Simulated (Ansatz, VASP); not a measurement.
One calculation of C, two programs

The input INCAR:

```
SYSTEM = C
PREC = Accurate
ENCUT = 600
EDIFF = 1E-6
ISMEAR = 0
SIGMA = 0.15
LREAL = .False.
LASPH = .True.
NELM = 120
ALGO = Normal
ISIF = 2
LWAVE = .False.
LCHARG = .False.
GGA = PE
IVDW = 12
NBANDS = 16
GGA_COMPAT = .False.
```

File KPOINTS:

```
Automatic mesh
0
Gamma
  24 24 2
  0 0 0
```

File POSCAR:

```
C
1.0
    2.4652678561      0.0000000000      0.0000000000
   -1.2326339280      2.1349845905      0.0000000000
    0.0000000000      0.0000000000     23.9222939139
C
4
Direct
   -0.0121227594      0.0331199946      0.5711557753
    0.0000000000      0.0000000000      0.4288442247
    0.3333333333      0.6666666667      0.4288237756
    0.6666666667      0.3333333333      0.5711762244
```

Input for Ansatz:

```yaml
crystal:
  lattice:
    - [2.4652678561, 0.0, 0.0]
    - [-1.232633928, 2.1349845905, 0.0]
    - [0.0, 0.0, 23.9222939139]
  atoms:
    - { symbol: C, position: [-0.0121227594, 0.0331199946, 0.5711557753] }
    - { symbol: C, position: [0.0, 0.0, 0.4288442247] }
    - { symbol: C, position: [0.3333333333, 0.6666666667, 0.4288237756] }
    - { symbol: C, position: [0.6666666667, 0.3333333333, 0.5711762244] }
basis:
  ecutwfc: 420
kpoints:
  mp_grid: { grid: [24, 24, 2] }
hamiltonian:
  xc: pbe
  dispersion: d3bj
scf:
  occupations: { method: gaussian, width: 0.15 }
output:
  forces: true
  stress: true
  eigenvalues: true
```

Alike in both runs: task single point; functional PBE; dispersion D3(BJ); k mesh 24 × 24 × 2; occupations gaussian, width 0.15 eV; no spin polarisation.

```csv
,VASP,Ansatz
version,VASP 6.6.1,Ansatz 0.2.0
potentials or method,"VASP PAW PBE potentials, release 64 (C), cutoff 600 eV","scalar-relativistic, plane waves, PAW"
valence electrons in the cell,16,16
```

VASP gave:

* gap on the k mesh at the Fermi level (eV): none
* rms of the force components (eV/Å): 2.404

Problem. Estimate Ansatz's values.

Solution. gap on the k mesh at the Fermi level (eV): none; rms of the force components (eV/Å): 2.399.

Atom by atom the forces differ by 0.004 eV/Å (rms over components). A gap of «none» marks a metal or a gap that the smearing closes.
